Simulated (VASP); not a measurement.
# H (I4/mmm) in VASP: a series of runs

Runs on H. Level: PBEsol. Tasks: single point, relaxation of the atoms.

Everything below comes from runs of VASP 6.6.1. Logs are shortened: lines on timing, memory, paths and dates and some standing lists are left out, and cuts for length are marked.

## 1. The cell of the first run

Symmetry: I4/mmm, No. 139, tetragonal system. The conventional cell has a = 3.530 Å, b = 3.530 Å, c = 4.394 Å, α = 90.00°, β = 90.00°, γ = 90.00°. Within 1.0 Å of H (site symmetry 4mm) lie 1 H at 0.76 Å.

## 2. Single point, PBEsol (volume scaled by 1.020, then relaxed in part)

Contents of INCAR:

```
ALGO = Normal ; EDIFF = 1E-6
ENCUT = 520 ; GGA = PS
ISIF = 2 ; ISMEAR = 0
LASPH = True ; LCHARG = False
LREAL = False ; LWAVE = False
NBANDS = 8 ; NELM = 100
PREC = Accurate ; SIGMA = 0.01
```

Contents of KPOINTS:

```
k-points
0
Gamma
  10 10 10
```

Contents of POSCAR:

```
H
1.0
   -1.7652280463      1.7652280463      2.1969336803
    1.7652280463     -1.7652280463      2.1969336803
    1.7652280463      1.7652280463     -2.1969336803
H
2
Direct
    0.9135987057      0.9135987057      0.0000000000
    0.0864012943      0.0864012943      0.0000000000
```

Potentials or basis: VASP PAW PBE potentials, release 64 (H).

Run with:

```sh
$ cat potpaw_PBE.64/H/POTCAR > POTCAR
$ mpirun -np 1 vasp_std > vasp.out
```

OUTCAR:

```text
EDIFF = 1E-6
   ENCUT = 520
   GGA = PS
   ISIF = 2
   ISMEAR = 0
   LASPH = True
   LREAL = False
   NELM = 100
   PREC = Accurate

 ion  position               nearest neighbor table
   1  0.914  0.914  0.000-   2 0.76
   2  0.086  0.086  0.000-   1 0.76

  LATTYP: Found a body centered tetragonal cell.
 ALAT       =     3.5304560926
 C/A-ratio  =     1.2445608288

  Lattice vectors:

 A1 = (  -1.7652280463,   1.7652280463,   2.1969336803)
 A2 = (   1.7652280463,  -1.7652280463,   2.1969336803)
 A3 = (   1.7652280463,   1.7652280463,  -2.1969336803)

Analysis of symmetry for initial positions (statically):
=====================================================================
 Subroutine PRICEL returns:
 Original cell was already a primitive cell.

 Routine SETGRP: Setting up the symmetry group for a
 body centered tetragonal supercell.

 Subroutine GETGRP returns: Found 16 space group operations
 (whereof 16 operations were pure point group operations)
 out of a pool of 16 trial point group operations.

The static configuration has the point symmetry D_4h.

Analysis of symmetry for dynamics (positions and initial velocities):
=====================================================================
 Subroutine PRICEL returns:
 Original cell was already a primitive cell.

 Routine SETGRP: Setting up the symmetry group for a
 body centered tetragonal supercell.

 Subroutine GETGRP returns: Found 16 space group operations
 (whereof 16 operations were pure point group operations)
 out of a pool of 16 trial point group operations.

The dynamic configuration has the point symmetry D_4h.

 Subroutine INISYM returns: Found 16 space group operations
 (whereof 16 operations are pure point group operations),
 and found     1 'primitive' translations

----------------------------------------------------------------------------------------

                                     Primitive cell

  volume of cell :      27.3828

  direct lattice vectors                    reciprocal lattice vectors
    -1.765228046  1.765228046  2.196933680     0.000000000  0.283249522  0.227589938
     1.765228046 -1.765228046  2.196933680     0.283249522  0.000000000  0.227589938
     1.765228046  1.765228046 -2.196933680     0.283249522  0.283249522  0.000000000

  length of vectors
     3.325443986  3.325443986  3.325443986     0.363355847  0.363355847  0.400575315

  position of ions in fractional coordinates (direct lattice)
     0.913598706  0.913598706  0.000000000
     0.086401294  0.086401294  0.000000000

  ion indices of the primitive-cell ions
   primitive index   ion index
                 1           1
                 2           2

----------------------------------------------------------------------------------------

 KPOINTS: k-points

Automatic generation of k-mesh.
 Grid dimensions read from file:
 generate k-points for:   10   10   10

 Generating k-lattice:

  Cartesian coordinates                     Fractional coordinates (reciprocal lattice)
     0.000000000  0.028324952  0.022758994     0.100000000  0.000000000  0.000000000
     0.028324952  0.000000000  0.022758994     0.000000000  0.100000000  0.000000000
     0.028324952  0.028324952  0.000000000     0.000000000  0.000000000  0.100000000

  Length of vectors
     0.036335585  0.036335585  0.040057532

  Shift w.r.t. Gamma in fractional coordinates (k-lattice)
     0.000000000  0.000000000  0.000000000

 Subroutine IBZKPT returns following result:
 ===========================================

 Found    102 irreducible k-points:

 Following reciprocal coordinates:
            Coordinates               Weight
  0.000000  0.000000  0.000000      1.000000
  0.100000  0.000000 -0.000000      8.000000
  0.200000  0.000000 -0.000000      8.000000
  0.300000 -0.000000  0.000000      8.000000
  0.400000 -0.000000  0.000000      8.000000
  0.500000  0.000000  0.000000      4.000000
[... 16 lines left out ...]
  0.300000  0.300000  0.000000      8.000000
  0.400000  0.300000  0.000000     16.000000
 [... further k-points ...]
   k-points           NKPTS =    102   k-points in BZ     NKDIM =    102   number of bands    NBANDS=      8
   number of dos      NEDOS =    301   number of ions     NIONS =      2
   total plane-waves  NPLWV =  21952
   dimension x,y,z NGX =    28 NGY =   28 NGZ =   28
   dimension x,y,z NGXF=    56 NGYF=   56 NGZF=   56
   ions per type =               2
   NGX,Y,Z   is equivalent  to a cutoff of  14.00, 14.00, 14.00 a.u.
   NGXF,Y,Z  is equivalent  to a cutoff of  28.00, 28.00, 28.00 a.u.
 SYSTEM =  unknown system
   PREC   = accura    normal or accurate (medium, high low for compatibility)
   ISTART =      0    job   : 0-new  1-cont  2-samecut
   ICHARG =      2    charge: 1-file 2-atom 10-const
   ISPIN  =      1    spin polarized calculation?
   LNONCOLLINEAR =      F non collinear calculations
   LSORBIT =      F    spin-orbit coupling
   LASPH  =      T    aspherical Exc in radial PAW
   ENCUT  =  520.0 eV  38.22 Ry    6.18 a.u.   6.18  6.18  6.18*2*pi/ulx,y,z
   NELM   =    100;   NELMIN=  2; NELMDL= -5     # of ELM steps
   EDIFF  = 0.1E-05   stopping-criterion for ELM
   LREAL  =      F    real-space projection
   EDIFFG = 0.1E-04   stopping-criterion for IOM
   NSW    =      0    number of steps for IOM
   IBRION =     -1    ionic relax: 0-MD 1-quasi-New 2-CG
   NFREE  =      0    steps in history (QN), initial steepest desc. (CG)
   ISIF   =      2    stress and relaxation
   ISYM   =      2    0-nonsym 1-usesym 2-fastsym
   POTIM  = 0.5000    time-step for ionic-motion
   TEBEG  =    0.0;   TEEND  =   0.0 temperature during run
   PSTRESS=    0.0 pullay stress
   NELECT =       2.0000    total number of electrons
   NUPDOWN=      -1.0000    fix difference up-down
   EMIN   =  10.00;   EMAX   =-10.00  energy-range for DOS
   EFERMI =   0.00;   METHOD = LEGACY
   ISMEAR =     0;   SIGMA  =   0.01  broadening in eV -4-tet -1-fermi 0-gaus
   EFERMI_NEDOS =   21; number of points for ismear=-14 and -15
   IALGO  =     38    algorithm
   IMIX   =      4    mixing-type and parameters
     AMIX     =   0.40;   BMIX     =  1.00
     AMIX_MAG =   1.60;   BMIX_MAG =  1.00
  volume/ion in A,a.u.               =      13.69        92.39
  Fermi-wavevector in a.u.,A,eV,Ry     =   0.684319  1.293176  6.371507  0.468293
  Thomas-Fermi vector in A             =   1.763938
   LORBIT       =      0    0 simple, 1 ext, 2 COOP (PROOUT), +10 PAW based schemes
   GGA     = PS    functional components
   LHFCALC =     F    Hartree Fock is set to
   AEXX    =    0.0000 exact exchange contribution
   IVDW    =     0    specifies the selected vdW correction
   LEPSILON=     F    determine dielectric tensor
   LRPA    =     F    only Hartree local field effects (RPA)
 non-spin polarized calculation
 Gauss-broadening in eV      SIGMA  =   0.01
  energy-cutoff  :      520.00
  volume of cell :       27.38
 maximum number of plane-waves:       760
 NGX is ok and might be reduce to    28
   NGX = 13   NGY = 13   NGZ = 13

 number of electron       1.9999999 magnetization

 Free energy of the ion-electron system (eV)
  ---------------------------------------------------
  ext. energy  EPLUGINS =         0.00000000
  ---------------------------------------------------
  free energy    TOTEN  =        -6.52765883 eV

  energy without entropy =       -6.52765883  energy(sigma->0) =       -6.52765883

 E-fermi :  -8.2417     XC(G=0):  -4.9784

 val. band max:       -8.3059944311   @ k =   0.5000   0.5000   0.5000
 cond. band min:       0.5872997090   @ k =   0.5000   0.0000   0.0000
 fundamental gap:      8.8932941401
 Fermi energy:        -8.2416596272

 k-point     1 :       0.0000    0.0000    0.0000
  band No.  band energies     occupation
      1     -10.1870      2.00000
      2       4.3981      0.00000
      3       7.7625      0.00000
      4      13.6462      0.00000
      5      13.6462      0.00000
      6      15.6757      0.00000
      7      15.6757      0.00000
      8      16.9890      0.00000

 k-point     2 :       0.1000    0.0000   -0.0000
  band No.  band energies     occupation
      1     -10.0877      2.00000
      2       3.9490      0.00000
      3       7.9365      0.00000
      4      12.6076      0.00000
      5      13.0063      0.00000
      6      15.7339      0.00000
      7      16.2914      0.00000
      8      16.7587      0.00000

 k-point     3 :       0.2000    0.0000   -0.0000
  band No.  band energies     occupation
      1      -9.8113      2.00000
      2       2.9326      0.00000
      3       8.1756      0.00000
      4      10.9078      0.00000
      5      12.1164      0.00000
      6      15.7833      0.00000
      7      16.4065      0.00000
      8      16.7696      0.00000

 k-point     4 :       0.3000   -0.0000    0.0000
  band No.  band energies     occupation
      1      -9.4308      2.00000
      2       1.8065      0.00000
      3       8.1569      0.00000
      4       9.7762      0.00000
      5      11.4558      0.00000
      6      14.7102      0.00000
      7      15.6473      0.00000
      8      17.7652      0.00000

 k-point     5 :       0.4000   -0.0000    0.0000
  band No.  band energies     occupation
      1      -9.0820      2.00000
      2       0.9251      0.00000
      3       7.8700      0.00000
      4       9.3661      0.00000
      5      11.0703      0.00000
      6      13.9855      0.00000
      7      15.4372      0.00000
      8      16.7146      0.00000
[... 177 lines left out ...]
 k-point    22 :      -0.2000    0.2000    0.0000
  band No.  band energies     occupation
      1      -9.7459      2.00000
      2       3.4952      0.00000
      3       6.5416      0.00000
      4      11.4479      0.00000
      5      12.1085      0.00000
      6      12.5852      0.00000
      7      16.0175      0.00000
      8      18.4083      0.00000

 k-point    23 :       0.3000    0.3000    0.0000
  band No.  band energies     occupation
      1      -8.7665      2.00000
      2       1.4893      0.00000
      3       4.4332      0.00000
      4       8.5190      0.00000
      5      10.5678      0.00000
      6      15.4502      0.00000
      7      17.9921      0.00000
      8      18.7911      0.00000

 k-point    24 :       0.4000    0.3000    0.0000
  band No.  band energies     occupation
      1      -8.7092      2.00000
      2       1.9651      0.00000
      3       3.7988      0.00000
      4       8.2149      0.00000
      5       9.6748      0.00000
      6      16.2593      0.00000
      7      17.5105      0.00000
      8      19.4077      0.00000

 [... further k-points ...]
[... 5 lines left out ...]
  --------------------------------------------------------------------------------------
  -------------------------------------------------------------------------------------
  Total       -0.0231645     -0.0231645     -0.0240769      0.0000000      0.0000000      0.0000000
  in kB       -1.3553629     -1.3553629     -1.4087475      0.0000000      0.0000000      0.0000000
  external PRESSURE =      -1.3731577 kB  Pullay stress =       0.0000000 kB

 VOLUME and BASIS-vectors are now :
 -----------------------------------------------------------------------------
  energy-cutoff  :      520.00
  volume of cell :       27.38
      direct lattice vectors                 reciprocal lattice vectors
    -1.765228046  1.765228046  2.196933680     0.000000000  0.283249522  0.227589938
     1.765228046 -1.765228046  2.196933680     0.283249522  0.000000000  0.227589938
     1.765228046  1.765228046 -2.196933680     0.283249522  0.283249522  0.000000000

 POSITION                                       TOTAL-FORCE (eV/Angst)
 -----------------------------------------------------------------------------------
      0.00000      0.00000      4.01423        -0.000000     -0.000000     -0.003489
      0.00000      0.00000      0.37964         0.000000      0.000000      0.003489
 -----------------------------------------------------------------------------------
    total drift:                               -0.000000      0.000000     -0.000000

  FREE ENERGIE OF THE ION-ELECTRON SYSTEM (eV)
  ---------------------------------------------------
  free  energy   TOTEN  =        -6.5276588265 eV

  energy  without entropy=       -6.5276588265  energy(sigma->0) =       -6.52765883
```

Run time: 13 s. Hardware: 1 thread of Intel Xeon 6975P-C (Granite Rapids), shared host; peak memory 0.15 GiB.

What came out:

| Item | Value |
| --- | --- |
| Free energy | -6.5277 eV |
| Pressure | -0.1 GPa |
| Largest force | 0.003 eV/Å |
| Band gap on the k mesh | 8.89 eV, indirect (least direct gap 9.52 eV) |

Forces on the atoms (eV/Å):
```
H    0.000  0.000 -0.003
H    0.000  0.000  0.003
```

Levels at points of the mesh, in eV from the valence-band top:
```tsv
k point	band 1	band 2	band 3	band 4	band 5	band 6
(0.00, 0.00, 0.00)	-1.88	12.70	16.07	21.95	21.95	23.98
(0.50, 0.00, 0.00)	-0.63	8.89	16.02	17.60	19.25	22.04
(0.50, 0.50, 0.00)	-0.44	10.57	13.35	15.43	17.81	18.75
(0.50, 0.50, 0.50)	0.00	9.78	14.91	15.56	15.56	17.70
```

Caveat: the PAW data sets were made with another functional, which shifts forces and pressure a little.

## 3. Relaxation of the atoms, PBEsol (volume scaled by 1.020)

Contents of INCAR:

```
SYSTEM = H
  PREC = Accurate
  ENCUT = 520
  EDIFF = 1E-7
  ISMEAR = 0
  SIGMA = 0.01
  LREAL = .FALSE.
  LASPH = .TRUE.
  NELM = 100
  ALGO = Normal
  ISIF = 2
  LWAVE = .FALSE.
  LCHARG = .FALSE.
  GGA = PS
  IBRION = 2
  NSW = 100
  EDIFFG = -0.002
```

Contents of KPOINTS:

```
Automatic mesh
0
G
  10 10 10
  0 0 0
```

Contents of POSCAR:

```
H
1.0
   -1.7652280463      1.7652280463      2.1969336803
    1.7652280463     -1.7652280463      2.1969336803
    1.7652280463      1.7652280463     -2.1969336803
H
2
Direct
    0.9130173237      0.9130173237      0.0000000000
    0.0869826763      0.0869826763      0.0000000000
```

Potentials or basis: VASP PAW PBE potentials, release 64 (H).

Run with:

```sh
$ cat potpaw_PBE.64/H/POTCAR > POTCAR
$ mpirun -np 1 vasp_std > vasp.out
```

Run time: 14 s. Hardware: 1 thread of Intel Xeon Platinum 8488C (Sapphire Rapids), shared host; peak memory 0.14 GiB.

Results (log left out):

| Property | Result |
| --- | --- |
| Free energy | -6.5277 eV |
| Energy gained by relaxing | 0.2 meV/atom |
| Ionic steps | 3 |
| Pressure after relaxing | -0.1 GPa |
| Band gap on the k mesh | 8.89 eV, indirect (least direct gap 9.52 eV) |

The path:
```tsv
step	energy change (eV)	largest force (eV/Å)	pressure (GPa)
1	0.0000	0.1621	-0.38
2	0.0015	0.3626	0.39
3	-0.0004	0.0000	-0.14
```

Final structure:
```xyz
2
Lattice="-1.7652 1.7652 2.1969 1.7652 -1.7652 2.1969 1.7652 1.7652 -2.1969" Properties=species:S:1:pos:R:3 pbc="T T T"
H     0.0000    0.0000    4.0142
H     0.0000    0.0000    0.3797
```

Levels at points of the mesh, in eV from the valence-band top:
```
           k point  band 1  band 2  band 3  band 4  band 5
(0.00, 0.00, 0.00)   -1.88   12.70   16.07   21.95   21.95
(0.50, 0.00, 0.00)   -0.63    8.89   16.02   17.60   19.25
(0.50, 0.50, 0.00)   -0.44   10.57   13.35   15.42   17.81
(0.50, 0.50, 0.50)    0.00    9.77   14.91   15.56   15.56
```

Caveat: the PAW data sets were made with another functional, which shifts forces and pressure a little.
